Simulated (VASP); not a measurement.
TmSb2Cl2:

```
Tm Sb Cl
1.0
     4.85365    0.00000    0.00000
     0.00000    4.85365    0.00000
     0.00000    0.00000    6.58384
Tm Sb Cl
1 2 2
Direct
  0.00000 0.00000 0.00000
  0.00000 0.50000 0.50000
  0.50000 0.00000 0.50000
  0.50000 0.50000 0.24000
  0.50000 0.50000 0.76000
```

The cell was generated, and may not be a known phase.

- Program: VASP 6.6.1
- Task: relaxation of cell and atoms
- Functional: PBE
- Potentials or basis: VASP PAW PBE potentials, release 64 (Tm_3, Sb, Cl), 4f in core
- Cutoff: 500 eV
- k mesh: 4 × 4 × 4
- Occupations: gaussian, width 0.1 eV
- Spin: no spin polarisation

At the start: pressure -2.2 GPa; volume 31.02 Å³/atom.

Question: Where does the relaxation end?

Answer: Over 12 steps the energy falls by 68.2 meV/atom and the volume is 28.57 Å³/atom (-7.9 %); space group P4/mmm (No. 123, to 0.1 Å) before and after.

Step by step:
```tsv
step	energy change (eV)	largest force (eV/Å)	pressure (GPa)	volume (Å³)
1	0.0000	0.5292	-2.18	155.10
2	-0.1960	0.5237	-0.74	145.77
3	-0.2675	0.4169	1.06	138.54
4	-0.2686	0.3874	1.40	137.44
5	-0.3111	0.3554	0.72	139.02
6	-0.3127	0.2282	0.80	138.79
7	-0.3253	0.1629	-0.10	142.01
8	-0.3256	0.1532	-0.25	142.58
9	-0.3320	0.0828	-0.16	142.55
10	-0.3387	0.1405	0.12	142.44
11	-0.3390	0.0862	0.06	142.47
12	-0.3409	0.0047	-0.03	142.84
```

Final structure:
```yaml
crystal:
  lattice:
    - [4.95411, 0.00000, 0.00000]
    - [0.00000, 4.95411, 0.00000]
    - [0.00000, 0.00000, 5.81988]
  atoms:
    - { symbol: Tm, position: [0.00000, 0.00000, 0.00000] }
    - { symbol: Sb, position: [0.00000, 0.50000, 0.50000] }
    - { symbol: Sb, position: [0.50000, 0.00000, 0.50000] }
    - { symbol: Cl, position: [0.50000, 0.50000, 0.23715] }
    - { symbol: Cl, position: [0.50000, 0.50000, 0.76285] }
```

Caveat: an odd number of electrons without spin polarisation forces a metal; a magnetic or distorted state may lie lower; the run has no spin polarisation, though such a crystal can be magnetic.
